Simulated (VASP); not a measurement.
A run of VASP 6.6.1:

File INCAR:

```
ALGO = Normal
EDIFF = 1E-6
ENCUT = 520
GGA = PE
ISIF = 2
ISMEAR = 0
ISPIN = 2
LASPH = True
LCHARG = False
LORBIT = 11
LREAL = Auto
LWAVE = False
MAGMOM = 0 0 0 0 0 0 0 0 0 0 0 0 0 0 0 0 0
NBANDS = 53
NELM = 150
PREC = Accurate
SIGMA = 0.05
```

File KPOINTS:

```
k-points
0
Gamma
  2 2 2
```

POSCAR

```
Si16O
1.0
    0.0000000000      5.4300000000      5.4300000000
    5.4300000000      0.0000000000      5.4300000000
    5.4300000000      5.4300000000      0.0000000000
Si O
16 1
Direct
    0.0038345304     -0.0003595764      0.0006638122
    0.1161170350      0.1774107735      0.0857824125
   -0.0125739411      0.0470706262      0.4567037753
    0.1443533149      0.0738689687      0.6291846225
   -0.0172028545      0.5488505525     -0.0268201657
    0.1231755985      0.6239750460      0.1290923573
    0.0108357274      0.4453988950      0.5039937385
    0.1370405157      0.5775587477      0.6167103131
    0.4893399632      0.0158290976     -0.0029254144
    0.6289324125      0.1251550645      0.1221526703
    0.5179335175     -0.0153327808      0.4964025783
    0.6218705341      0.1295488029      0.6235287293
    0.4979592081      0.4996628913      0.0005709945
    0.6091604972      0.6403525783      0.1228498158
    0.5020783610      0.4990218232      0.4988772560
    0.6376837937      0.6091333333      0.6265712707
    0.0585427256      0.8122694291      0.4379335175
```

Potentials or basis: VASP PAW PBE potentials, release 64 (Si, O).

Run with:

```bash
$ cat potpaw_PBE.64/Si/POTCAR potpaw_PBE.64/O/POTCAR > POTCAR
$ mpirun -np 1 vasp_std > vasp.out
```

Hardware: 1 thread of Intel Xeon 8259CL, with other jobs on the host.

Estimate the wall time of this run.

It took 16 min on 1 thread of Intel Xeon 8259CL (shared host), peak memory 0.71 GiB. Counts: scf iterations 17, k points 8.
